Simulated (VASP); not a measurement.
# AlCu5 (P-3m1) in VASP: further runs

Runs on AlCu5. Level: PBE. Tasks: single point, relaxation of cell and atoms.

Everything below comes from runs of VASP 6.6.1. Logs are shortened: lines on timing, memory, paths and dates and some standing lists are left out, and cuts for length are marked.

## Step 1: The cell of the first run

Symmetry: P-3m1, No. 164, trigonal system. Conventional cell: a = 2.651 Å, b = 2.651 Å, c = 12.375 Å, α = 90.00°, β = 90.00°, γ = 120.00°. Within 3.4 Å of Al (site symmetry -3m) lie 6 Cu at 2.60 Å and 6 Al at 2.65 Å. Cu (site symmetry 3m) has 12 Cu at 2.55 to 2.65 Å within 3.4 Å. Cu (site symmetry 3m) has 9 Cu at 2.56 to 2.65 Å and 3 Al at 2.60 Å within 3.4 Å. Cu (site symmetry -3m) has 12 Cu at 2.55 to 2.65 Å within 3.4 Å.

## Step 2: Single point, PBE

File INCAR:

```
PREC = Accurate ; ENCUT = 520
EDIFF = 1E-6 ; ISMEAR = 0
SIGMA = 0.1 ; LREAL = F
LASPH = T ; NELM = 60
ALGO = Normal ; ISIF = 2
LWAVE = F ; LCHARG = F
GGA = PE ; NBANDS = 38
```

File KPOINTS:

```
Automatic mesh
0
Gamma
  6 6 2
```

File POSCAR:

```
AlCu5
1.0
    2.6507288713      0.0000000000      0.0000000000
   -1.3253644357      2.2955985411      0.0000000000
    0.0000000000      0.0000000000     12.3746489154
Al Cu
1 5
Direct
    0.0000000000      0.0000000000      0.5000000000
    0.3333333333      0.6666666667      0.8349526692
    0.6666666667      0.3333333333      0.6694315624
    0.3333333333      0.6666666667      0.3305684376
    0.6666666667      0.3333333333      0.1650473308
    0.0000000000      0.0000000000      0.0000000000
```

Potentials or basis: VASP PAW PBE potentials, release 64 (Al, Cu).

The run is started by

```bash
> cat potpaw_PBE.64/Al/POTCAR potpaw_PBE.64/Cu/POTCAR > POTCAR
> mpirun -np 1 vasp_std > vasp.out
```

OUTCAR:

```text
PREC = Accurate
   ENCUT = 520
   EDIFF = 1E-6
   ISMEAR = 0
   LREAL = F
   LASPH = T
   NELM = 60
   ISIF = 2
   GGA = PE

 ion  position               nearest neighbor table
   1  0.000  0.000  0.500-   3 2.60   4 2.60   3 2.60   4 2.60   3 2.60   4 2.60
   2  0.333  0.667  0.835-   6 2.55   6 2.55   6 2.55   3 2.56   3 2.56   3 2.56
   3  0.667  0.333  0.669-   2 2.56   2 2.56   2 2.56   1 2.60   1 2.60   1 2.60
   4  0.333  0.667  0.331-   5 2.56   5 2.56   5 2.56   1 2.60   1 2.60   1 2.60
   5  0.667  0.333  0.165-   6 2.55   6 2.55   6 2.55   4 2.56   4 2.56   4 2.56
   6  0.000  0.000  0.000-   2 2.55   5 2.55   5 2.55   2 2.55   5 2.55   2 2.55

  LATTYP: Found a hexagonal cell.
 ALAT       =     2.6507288713
 C/A-ratio  =     4.6683948137

  Lattice vectors:

 A1 = (   2.6507288713,   0.0000000000,   0.0000000000)
 A2 = (  -1.3253644357,   2.2955985411,   0.0000000000)
 A3 = (   0.0000000000,   0.0000000000,  12.3746489154)

Analysis of symmetry for initial positions (statically):
=====================================================================
 Subroutine PRICEL returns:
 Original cell was already a primitive cell.

 Routine SETGRP: Setting up the symmetry group for a
 hexagonal supercell.

 Subroutine GETGRP returns: Found 12 space group operations
 (whereof 12 operations were pure point group operations)
 out of a pool of 24 trial point group operations.

The static configuration has the point symmetry D_3d.

Analysis of symmetry for dynamics (positions and initial velocities):
=====================================================================
 Subroutine PRICEL returns:
 Original cell was already a primitive cell.

 Routine SETGRP: Setting up the symmetry group for a
 hexagonal supercell.

 Subroutine GETGRP returns: Found 12 space group operations
 (whereof 12 operations were pure point group operations)
 out of a pool of 24 trial point group operations.

The dynamic configuration has the point symmetry D_3d.

 Subroutine INISYM returns: Found 12 space group operations
 (whereof 12 operations are pure point group operations),
 and found     1 'primitive' translations

----------------------------------------------------------------------------------------

                                     Primitive cell

  volume of cell :      75.2999

  direct lattice vectors                    reciprocal lattice vectors
     2.650728871  0.000000000  0.000000000     0.377254728  0.217808119  0.000000000
[... 86 lines left out ...]
   NSW    =      0    number of steps for IOM
   IBRION =     -1    ionic relax: 0-MD 1-quasi-New 2-CG
   NFREE  =      0    steps in history (QN), initial steepest desc. (CG)
   ISIF   =      2    stress and relaxation
   ISYM   =      2    0-nonsym 1-usesym 2-fastsym
   POTIM  = 0.5000    time-step for ionic-motion
   TEBEG  =    0.0;   TEEND  =   0.0 temperature during run
   PSTRESS=    0.0 pullay stress
   NELECT =      58.0000    total number of electrons
   NUPDOWN=      -1.0000    fix difference up-down
   EMIN   =  10.00;   EMAX   =-10.00  energy-range for DOS
   EFERMI =   0.00;   METHOD = LEGACY
   ISMEAR =     0;   SIGMA  =   0.10  broadening in eV -4-tet -1-fermi 0-gaus
   EFERMI_NEDOS =   21; number of points for ismear=-14 and -15
   IALGO  =     38    algorithm
   IMIX   =      4    mixing-type and parameters
     AMIX     =   0.40;   BMIX     =  1.00
     AMIX_MAG =   1.60;   BMIX_MAG =  1.00
  volume/ion in A,a.u.               =      12.55        84.69
  Fermi-wavevector in a.u.,A,eV,Ry     =   1.500673  2.835861 30.640592  2.252020
  Thomas-Fermi vector in A             =   2.612143
   LORBIT       =      0    0 simple, 1 ext, 2 COOP (PROOUT), +10 PAW based schemes
   GGA     = PE    functional components
   LHFCALC =     F    Hartree Fock is set to
   AEXX    =    0.0000 exact exchange contribution
   IVDW    =     0    specifies the selected vdW correction
   LEPSILON=     F    determine dielectric tensor
   LRPA    =     F    only Hartree local field effects (RPA)
 non-spin polarized calculation
 Gauss-broadening in eV      SIGMA  =   0.10
  energy-cutoff  :      520.00
  volume of cell :       75.30
 maximum number of plane-waves:      2085
 NGX is ok and might be reduce to    20

 number of electron      58.0000007 magnetization

 Free energy of the ion-electron system (eV)
  ---------------------------------------------------
  ext. energy  EPLUGINS =         0.00000000
  ---------------------------------------------------
  free energy    TOTEN  =       -22.38689576 eV

  energy without entropy =      -22.37623252  energy(sigma->0) =      -22.38156414

 E-fermi :   7.5638     XC(G=0): -12.1940

 val. band max:        7.4820559017   @ k =   0.5000  -0.0000   0.5000
 cond. band min:       7.6285931911   @ k =   0.3333   0.1667   0.5000
 fundamental gap:      0.1465372894
 Fermi energy:         7.5637541676

 k-point     1 :       0.0000    0.0000    0.0000
  band No.  band energies     occupation
      1      -3.2081      2.00000
      2      -0.8306      2.00000
      3      -0.6643      2.00000
      4       1.6531      2.00000
      5       1.7278      2.00000
      6       2.8940      2.00000
[... 563 lines left out ...]
     37      12.2192      0.00000
     38      14.5514      0.00000

------------------------ aborting loop because EDIFF is reached ----------------------------------------

  FORCE on cell =-STRESS in cart. coord.  units (eV):
  Direction    XX          YY          ZZ          XY          YZ          ZX
  --------------------------------------------------------------------------------------
  -------------------------------------------------------------------------------------
  Total        0.3622806      0.3622806      0.4251198     -0.0000000      0.0000000      0.0000000
  in kB        7.7083513      7.7083513      9.0453993     -0.0000000      0.0000000      0.0000000
  external PRESSURE =       8.1540340 kB  Pullay stress =       0.0000000 kB

 VOLUME and BASIS-vectors are now :
 -----------------------------------------------------------------------------
  energy-cutoff  :      520.00
  volume of cell :       75.30
      direct lattice vectors                 reciprocal lattice vectors
     2.650728871  0.000000000  0.000000000     0.377254728  0.217808119  0.000000000
    -1.325364436  2.295598541  0.000000000     0.000000000  0.435616238  0.000000000
     0.000000000  0.000000000 12.374648915     0.000000000  0.000000000  0.080810373

 POSITION                                       TOTAL-FORCE (eV/Angst)
 -----------------------------------------------------------------------------------
      0.00000      0.00000      6.18732        -0.000000      0.000000      0.000000
     -0.00000      1.53040     10.33225         0.000000     -0.000000     -0.004923
      1.32536      0.76520      8.28398         0.000000      0.000000      0.009769
     -0.00000      1.53040      4.09067        -0.000000     -0.000000     -0.009769
      1.32536      0.76520      2.04240        -0.000000      0.000000      0.004923
      0.00000      0.00000      0.00000        -0.000000      0.000000      0.000000
 -----------------------------------------------------------------------------------
    total drift:                                0.000000      0.000000      0.000000

  FREE ENERGIE OF THE ION-ELECTRON SYSTEM (eV)
  ---------------------------------------------------
  free  energy   TOTEN  =       -22.3868957559 eV

  energy  without entropy=      -22.3762325173  energy(sigma->0) =      -22.38156414
```

Run time: 48 s. Hardware: 1 thread of Intel Xeon Platinum 8488C (Sapphire Rapids), shared host; peak memory 0.19 GiB.

What came out:

```yaml
Free_energy: -22.3869 eV
Pressure: 0.8 GPa
Largest_force: 0.010 eV/Å
Band_gap_on_the_k_mesh: zero (band 29 reaches 10.15 eV, above the bottom of band 30 at 6.02 eV)
```

Forces in eV/Å, atoms in the order of the input:
```
Al   0.000  0.000  0.000
Cu   0.000  0.000 -0.005
Cu   0.000  0.000  0.010
Cu   0.000  0.000 -0.010
Cu   0.000  0.000  0.005
Cu   0.000  0.000  0.000
```

Levels at points of the mesh, in eV from the Fermi level:
```csv
k point,band 27,band 28,band 29,band 30,band 31,band 32
"(0.00, 0.00, 0.00)",-1.84,-1.84,-1.55,-1.55,-1.01,2.28
"(0.50, 0.00, 0.00)",-1.12,-0.52,0.45,0.61,1.17,1.37
"(0.00, 0.00, 0.50)",-1.84,-1.84,-1.82,-1.55,-1.55,3.26
"(0.50, 0.00, 0.50)",-1.39,-0.17,-0.08,0.90,1.09,1.33
```

Caveat: the k points lie up to 0.46 Å⁻¹ apart.

## Step 3: Single point, PBE

This run uses another cell than the first one, of 13.25 Å³/atom, 1.056 times its volume.

File INCAR:

```
ALGO = Normal
EDIFF = 1E-7
ENCUT = 520
GGA = PE
ISIF = 2
ISMEAR = 0
LASPH = True
LCHARG = True
LELF = True
LREAL = False
LVHAR = True
LWAVE = False
NBANDS = 38
NELM = 60
PREC = Accurate
SIGMA = 0.1
```

File KPOINTS:

```
k-points
0
Gamma
  6 6 2
```

File POSCAR:

```
AlCu5
1.0
    2.6560905400      0.0000000000      0.0000000000
   -1.3280452700      2.3002418800      0.0000000000
    0.0000000000      0.0000000000     13.0121330500
Al Cu
1 5
Direct
    0.0000000000      0.0000000000      0.5000000000
    0.3333333300      0.6666666700      0.8333333300
    0.6666666700      0.3333333300      0.6666666700
    0.3333333300      0.6666666700      0.3333333300
    0.6666666700      0.3333333300      0.1666666700
    0.0000000000      0.0000000000      0.0000000000
```

Potentials or basis: VASP PAW PBE potentials, release 64 (Al, Cu).

The run is started by

```bash
> cat potpaw_PBE.64/Al/POTCAR potpaw_PBE.64/Cu/POTCAR > POTCAR
> mpirun -np 1 vasp_std > vasp.out
```

OUTCAR:

```text
EDIFF = 1E-7
   ENCUT = 520
   GGA = PE
   ISIF = 2
   ISMEAR = 0
   LASPH = True
   LREAL = False
   NELM = 60
   PREC = Accurate

 ion  position               nearest neighbor table
   1  0.000  0.000  0.500-   3 2.66   4 2.66   4 2.66   3 2.66   3 2.66   4 2.66
   2  0.333  0.667  0.833-   3 2.66   3 2.66   3 2.66   6 2.66   6 2.66   6 2.66
   3  0.667  0.333  0.667-   2 2.66   2 2.66   2 2.66   1 2.66   1 2.66   1 2.66
   4  0.333  0.667  0.333-   5 2.66   5 2.66   5 2.66   1 2.66   1 2.66   1 2.66
[... 771 lines left out ...]
  -------------------------------------------------------------------------------------
  Total       -1.4874631     -1.4874631     -5.5673095     -0.0000000      0.0000000      0.0000000
  in kB      -29.9772573    -29.9772573   -112.1995380     -0.0000000      0.0000000      0.0000000
  external PRESSURE =     -57.3846842 kB  Pullay stress =       0.0000000 kB

 VOLUME and BASIS-vectors are now :
 -----------------------------------------------------------------------------
  energy-cutoff  :      520.00
  volume of cell :       79.50
      direct lattice vectors                 reciprocal lattice vectors
     2.656090540  0.000000000  0.000000000     0.376493190  0.217368445  0.000000000
    -1.328045270  2.300241880  0.000000000     0.000000000  0.434736889  0.000000000
     0.000000000  0.000000000 13.012133050     0.000000000  0.000000000  0.076851351

 POSITION                                       TOTAL-FORCE (eV/Angst)
 -----------------------------------------------------------------------------------
      0.00000      0.00000      6.50607        -0.000000      0.000000      0.000000
     -0.00000      1.53349     10.84344        -0.000000     -0.000000      0.001641
      1.32805      0.76675      8.67476         0.000000     -0.000000      0.147064
     -0.00000      1.53349      4.33738        -0.000000      0.000000     -0.147064
      1.32805      0.76675      2.16869         0.000000      0.000000     -0.001641
      0.00000      0.00000      0.00000        -0.000000      0.000000      0.000000
 -----------------------------------------------------------------------------------
    total drift:                                0.000000     -0.000000      0.000000

  FREE ENERGIE OF THE ION-ELECTRON SYSTEM (eV)
  ---------------------------------------------------
  free  energy   TOTEN  =       -22.2405593485 eV

  energy  without entropy=      -22.2278947102  energy(sigma->0) =      -22.23422703
```

It took 64 s on 1 thread of Intel Xeon Platinum 8488C (Sapphire Rapids), shared host; peak memory 0.19 GiB.

What came out:

* Free energy: -22.2406 eV
* Pressure: -5.7 GPa
* Largest force: 0.147 eV/Å
* Band gap on the k mesh: zero (band 29 reaches 9.68 eV, above the bottom of band 30 at 5.39 eV)

Forces in eV/Å, atoms in the order of the input:
```
Al   0.000  0.000  0.000
Cu   0.000  0.000  0.002
Cu   0.000  0.000  0.147
Cu   0.000  0.000 -0.147
Cu   0.000  0.000 -0.002
Cu   0.000  0.000  0.000
```

Stress tensor (GPa, compression positive):
```
 -3.00   0.00   0.00
  0.00  -3.00   0.00
  0.00   0.00 -11.22
```

Levels at points of the mesh, in eV from the Fermi level:
```csv
k point,band 25,band 26,band 27,band 28,band 29,band 30,band 31,band 32,band 33,band 34
"(0.00, 0.00, 0.00)",-2.02,-2.02,-1.83,-1.83,-1.62,-1.62,-1.37,1.54,6.24,7.03
"(0.50, 0.00, 0.00)",-1.43,-1.42,-1.20,-0.44,0.45,0.61,1.18,1.33,3.68,3.82
"(0.00, 0.00, 0.50)",-2.07,-2.02,-2.02,-1.83,-1.83,-1.62,-1.62,2.51,4.32,9.77
"(0.50, 0.00, 0.50)",-1.46,-1.43,-1.42,-0.11,-0.07,0.90,1.07,1.32,3.28,4.19
```

Caveat: the k points lie up to 0.46 Å⁻¹ apart.

## Step 4: Relaxation of cell and atoms, PBE

This run uses another cell than the first one, of 13.25 Å³/atom, 1.056 times its volume.

File INCAR:

```
SYSTEM = AlCu5
ALGO     = Fast           ! electronic algorithm
EDIFF    = 1E-6           ! SCF threshold, eV
EDIFFG   = -0.04          ! ionic threshold
ENCUT    = 600            ! plane-wave cutoff, eV
GGA      = PE             ! functional
IBRION   = 2              ! ionic algorithm
ISIF     = 3              ! what is computed and relaxed
ISMEAR   = 0              ! smearing method
LASPH    = .TRUE.         ! aspherical terms in the spheres
LCHARG   = .FALSE.        ! write CHGCAR
LREAL    = .FALSE.        ! projectors in reciprocal space
LWAVE    = .FALSE.        ! write WAVECAR
NELM     = 60             ! most SCF steps
NSW      = 90             ! ionic steps
PREC     = Accurate       ! precision mode
SIGMA    = 0.1            ! smearing width, eV
```

File KPOINTS:

```
k-points
0
G
  6 6 2
  0 0 0
```

POSCAR is that of step 3.

The run is started by

```bash
> cat potpaw_PBE.64/Al/POTCAR potpaw_PBE.64/Cu/POTCAR > POTCAR
> mpirun -np 1 vasp_std > vasp.out
```

Run time: 5.4 min. Hardware: 1 thread of Intel Xeon Platinum 8488C (Sapphire Rapids), shared host; peak memory 0.26 GiB.

The run converged. Its results:

```
Free energy                            : -22.3886 eV
Relaxed volume                         : 12.60 Å³/atom
Relaxed cell                           : a = 2.654 Å, b = 2.654 Å, c = 12.399 Å, α = 90.00°, β = 90.00°, γ = 120.00°
Space group after relaxing (to 0.05 Å) : P-3m1 (No. 164)
Energy gained by relaxing              : 24.7 meV/atom
Ionic steps                            : 8
Pressure after relaxing                : -0.2 GPa
Largest force after relaxing           : 0.031 eV/Å
Band gap on the k mesh                 : zero (band 29 reaches 10.10 eV, above the bottom of band 30 at 5.97 eV)
```

Forces on the atoms (eV/Å):
```
Al   0.000  0.000  0.000
Cu   0.000  0.000  0.031
Cu   0.000  0.000  0.000
Cu   0.000  0.000  0.000
Cu   0.000  0.000 -0.031
Cu   0.000  0.000  0.000
```

Stress tensor (GPa, compression positive):
```
-0.15  0.00  0.00
 0.00 -0.15  0.00
 0.00  0.00 -0.24
```

Step by step:
| step | energy change (eV) | largest force (eV/Å) | pressure (GPa) | volume (Å³) |
| --- | --- | --- | --- | --- |
| 1 | 0.0000 | 0.1460 | -5.39 | 79.50 |
| 2 | -0.1313 | 0.1356 | 1.96 | 74.45 |
| 3 | -0.1324 | 0.1428 | 1.10 | 74.86 |
| 4 | -0.1447 | 0.0943 | 0.28 | 75.42 |
| 5 | -0.1454 | 0.0796 | -0.06 | 75.60 |
| 6 | -0.1454 | 0.0837 | -0.02 | 75.59 |
| 7 | -0.1465 | 0.0589 | -0.03 | 75.60 |
| 8 | -0.1479 | 0.0306 | -0.18 | 75.61 |

Final structure:
```
Al Cu
1.0
     2.65365    0.00000    0.00000
    -1.32682    2.29813    0.00000
     0.00000    0.00000   12.39907
Al Cu
1 5
Direct
  0.00000 0.00000 0.50000
  0.33333 0.66667 0.83449
  0.66667 0.33333 0.66934
  0.33333 0.66667 0.33066
  0.66667 0.33333 0.16551
  0.00000 0.00000 0.00000
```

Levels at points of the mesh, in eV from the Fermi level:
```tsv
k point	band 25	band 26	band 27	band 28	band 29	band 30	band 31	band 32	band 33	band 34
(0.50, 0.00, 0.00)	-1.44	-1.40	-1.12	-0.52	0.46	0.61	1.17	1.37	3.89	4.05
(0.50, 0.00, 0.50)	-1.44	-1.40	-1.39	-0.16	-0.08	0.90	1.08	1.33	3.43	4.47
```

Caveat: the k points lie up to 0.46 Å⁻¹ apart in the final cell.

(Continued in part 2 of 2.)
